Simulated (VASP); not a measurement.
A run of VASP 6.6.1 is set up as follows.

Contents of POSCAR:

```
NaI
1.0
    0.0000000000      3.2296282834      3.2296282834
    3.2296282834      0.0000000000      3.2296282834
    3.2296282834      3.2296282834      0.0000000000
Na I
1 1
Direct
    0.0000000000      0.0000000000      0.0000000000
    0.5000000000      0.5000000000      0.5000000000
```

File INCAR.step1:

```
SYSTEM = NaI
  PREC = Accurate
  ENCUT = 500
  EDIFF = 1E-8
  ISMEAR = 0
  SIGMA = 0.01
  LREAL = .False.
  LASPH = .True.
  NELM = 60
  ALGO = Normal
  LWAVE = .True.
  LCHARG = .False.
  GGA = PE
```

INCAR.step2

```
SYSTEM = NaI
  PREC = Accurate
  ENCUT = 500
  EDIFF = 1E-8
  ISMEAR = 0
  SIGMA = 0.01
  LREAL = .False.
  LASPH = .True.
  NELM = 1
  ALGO = Exact
  LWAVE = .True.
  LCHARG = .False.
  GGA = PE
  NBANDS = 261
  LOPTICS = .True.
  ISTART = 1
```

The input INCAR.step3:

```
SYSTEM = NaI
  PREC = Accurate
  ENCUT = 500
  EDIFF = 1E-8
  ISMEAR = 0
  SIGMA = 0.01
  LREAL = .False.
  LASPH = .True.
  ALGO = EVGW0
  LWAVE = .False.
  LCHARG = .False.
  GGA = PE
  NELMGW = 1
  NBANDS = 261
  ENCUTGW = 140.0
  NOMEGA = 48
  PRECFOCK = Fast
  ISTART = 1
  NBANDSGW = 16
```

File KPOINTS:

```
regular mesh
0
Gamma
  4 4 4
  0 0 0
```

Potentials or basis: VASP PAW PBE potentials, release 64 (Na_sv_GW, I_GW).

Command:

```bash
$ cat potpaw_PBE.64/Na_sv_GW/POTCAR potpaw_PBE.64/I_GW/POTCAR > POTCAR
$ cp INCAR.step1 INCAR
$ mpirun -np 1 vasp_std > vasp.out
$ cp INCAR.step2 INCAR
$ mpirun -np 1 vasp_std > vasp.out
$ cp INCAR.step3 INCAR
$ mpirun -np 1 vasp_std > vasp.out
```

Predict the quasiparticle gap.

5.80 eV.

Predict the least direct quasiparticle gap.

5.80 eV.

Predict the band gap on the k mesh, mean-field level.

3.65 eV, direct.

Caveat: the k points lie up to 0.42 Å⁻¹ apart; bands, screening cutoff and mesh are small and nothing is extrapolated, so the quasiparticle values aren't converged; spin-orbit coupling is left out, which moves the levels of the heavy elements.
